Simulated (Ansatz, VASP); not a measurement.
# One calculation of Si, two programs

```
CELL_PARAMETERS angstrom
3.57754 0.00000 0.00000
-1.78877 3.09824 0.00000
0.00000 0.00000 7.10141
ATOMIC_POSITIONS crystal
Si 0.33333 0.66667 0.03918
Si 0.66667 0.33333 0.53918
Si 0.33333 0.66667 0.46082
Si 0.66667 0.33333 0.96082
```

Alike in both runs: task single point; functional LDA; k mesh 12 × 12 × 6; occupations gaussian, width 0.03 eV; no spin polarisation.

|  | VASP | Ansatz |
| --- | --- | --- |
| version | VASP 6.6.1 | Ansatz 0.2.0 |
| potentials or method | VASP PAW LDA potentials, release 64 (Si), cutoff 520 eV | scalar-relativistic, plane waves, PAW |
| valence electrons in the cell | 16 | 16 |

VASP gave:

```
gap on the k mesh at the Fermi level (eV)                     : 0.01
least direct gap on the mesh (eV)                             : 0.01
pressure (GPa)                                                : 15.7
traceless stress, the component that is largest in VASP (GPa) : -23.97
rms of the force components (eV/Å)                            : 1.376
```

Problem. Which values does Ansatz return?

Solution. gap on the k mesh at the Fermi level (eV): 0.01; least direct gap on the mesh (eV): 0.01; pressure (GPa): 15.7; traceless stress, the component that is largest in VASP (GPa): -23.78; rms of the force components (eV/Å): 1.372.

Ansatz warns that its potentials were made for another functional, while VASP's fit it. LDA's correlation is that of Perdew and Zunger in VASP and of Perdew and Wang (1992) in Ansatz. Atom by atom the forces differ by 0.004 eV/Å (rms over components).
